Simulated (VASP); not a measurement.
A run of VASP 6.6.1:

INCAR

```
SYSTEM = W
PREC     = Accurate       ! precision mode
ENCUT    = 600            ! plane-wave cutoff, eV
EDIFF    = 1E-6           ! SCF threshold, eV
ISMEAR   = -1             ! smearing method
SIGMA    = 0.1            ! smearing width, eV
LREAL    = .False.        ! projectors in reciprocal space
LASPH    = .True.         ! aspherical terms in the spheres
NELM     = 60             ! most SCF steps
ALGO     = Normal         ! electronic algorithm
ISIF     = 3              ! what is computed and relaxed
LWAVE    = .False.        ! write WAVECAR
LCHARG   = .False.        ! write CHGCAR
GGA      = PE             ! functional
IBRION   = 2              ! ionic algorithm
NSW      = 60             ! ionic steps
EDIFFG   = -0.01          ! ionic threshold
```

The input KPOINTS:

```
regular mesh
0
Gamma
  10 10 10
  0 0 0
```

The input POSCAR:

```
W
1.0
    1.5800000000      1.5800000000      1.5800000000
   -1.5800000000      1.5800000000      1.5800000000
   -1.5800000000     -1.5800000000      1.5800000000
W
1
Direct
    0.0000000000      0.0000000000      0.0000000000
```

Potentials or basis: VASP PAW PBE potentials, release 64 (W_sv).

The run is started by

```bash
$ cat potpaw_PBE.64/W_sv/POTCAR > POTCAR
$ mpirun -np 1 vasp_std > vasp.out
```

Hardware: 1 thread of Intel(R) Xeon(R) 6975P-C (Granite Rapids) (shared host).

Task: Estimate the wall time of this run.

Result: Wall time 9 s on 1 thread of Intel(R) Xeon(R) 6975P-C (Granite Rapids) (shared host), peak memory 0.15 GiB. Counts: scf iterations 31, k points 47, ion steps 4.
